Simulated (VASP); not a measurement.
Runs of VASP 6.6.1 on Li2Nb. The structure is that of space group P6/mmm (No. 191), or close to it. The cells are those of the table. 

```tsv
task	cell	k mesh	cutoff (eV)	gap on the mesh (eV)	pressure (GPa)	relaxed volume (Å³/atom)	largest force (eV/Å)
single point	a = 2.769, b = 2.769, c = 8.390 Å, angles 90.0, 90.0, 120.0°, 3 atoms	21 × 21 × 6	520	none	-	-	0.01
single point	a = 2.777, b = 2.777, c = 8.432 Å, angles 90.0, 90.0, 120.0°, 3 atoms	9 × 9 × 4	520	none	-	-	0.01
single point	a = 2.781, b = 2.781, c = 5.589 Å, angles 90.0, 90.0, 120.0°, 3 atoms	9 × 9 × 4	520	none	-	-	3.59
relaxation of cell and atoms	relaxed from a = 2.777, b = 2.777, c = 8.432 Å, angles 90.0, 90.0, 120.0°, 3 atoms	21 × 21 × 6	600	none	0.0	(a)	-
relaxation of cell and atoms	relaxed from a = 2.781, b = 2.781, c = 5.589 Å, angles 90.0, 90.0, 120.0°, 3 atoms	9 × 9 × 4	600	none	0.0	17.43	0.03
```

Alike in all rows: level PBE; potentials or basis VASP PAW PBE potentials, release 64 (Li_sv, Nb_sv); no spin polarisation; smearing gaussian 0.1 eV.

Question: Fill in the values left out.

Answer: (a) 18.51.

Caveats: the cutoff is under 1.25 times the usual one of these potentials, so pressure, stress and relaxed cells hold a basis-set (Pulay) error; forces of over 1 eV/Å act on the atoms, so gaps and moduli don't describe the material at rest (some runs); the volume moved by over 15 % at a fixed basis, so the end points are rough (some runs).

A k mesh can miss the band edges, and the runs leave out spin-orbit coupling on Nb.

A gap of «none» marks levels without a gap at the run's occupations.
